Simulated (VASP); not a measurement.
Crystal: K.

```
K
1.0
    -2.61250    2.61250    2.61250
     2.61250   -2.61250    2.61250
     2.61250    2.61250   -2.61250
K
1
Direct
  0.00000 0.00000 0.00000
```

| Item | Value |
| --- | --- |
| Program | VASP 6.6.1 |
| Task | relaxation of cell and atoms |
| Functional | BLYP |
| Potentials or basis | VASP PAW PBE potentials, release 64 (K_sv) |
| Cutoff | 600 eV |
| k mesh | 9 × 9 × 9 |
| Occupations | fermi-dirac, width 0.1 eV |
| Spin | no spin polarisation |

At the start: pressure 0.2 GPa; volume 71.32 Å³/atom.

Q: How do energy, volume and symmetry change on relaxing?

A: Over 5 steps the energy falls by 2.8 meV/atom and the volume is 75.44 Å³/atom (+5.8 %); space group Im-3m (No. 229, to 0.1 Å) before and after.

The path:
| step | energy change (eV) | largest force (eV/Å) | pressure (GPa) | volume (Å³) |
| --- | --- | --- | --- | --- |
| 1 | 0.0000 | 0.0000 | 0.21 | 71.32 |
| 2 | -0.0011 | 0.0000 | 0.15 | 72.30 |
| 3 | -0.0022 | 0.0000 | 0.09 | 73.59 |
| 4 | -0.0028 | 0.0000 | -0.04 | 76.23 |
| 5 | -0.0028 | 0.0000 | 0.01 | 75.44 |

Final structure:
```
K
1.0
    -2.66178    2.66178    2.66178
     2.66178   -2.66178    2.66178
     2.66178    2.66178   -2.66178
K
1
Direct
  0.00000 0.00000 0.00000
```

Caveat: the PAW data sets were made with another functional, which shifts forces and pressure a little.
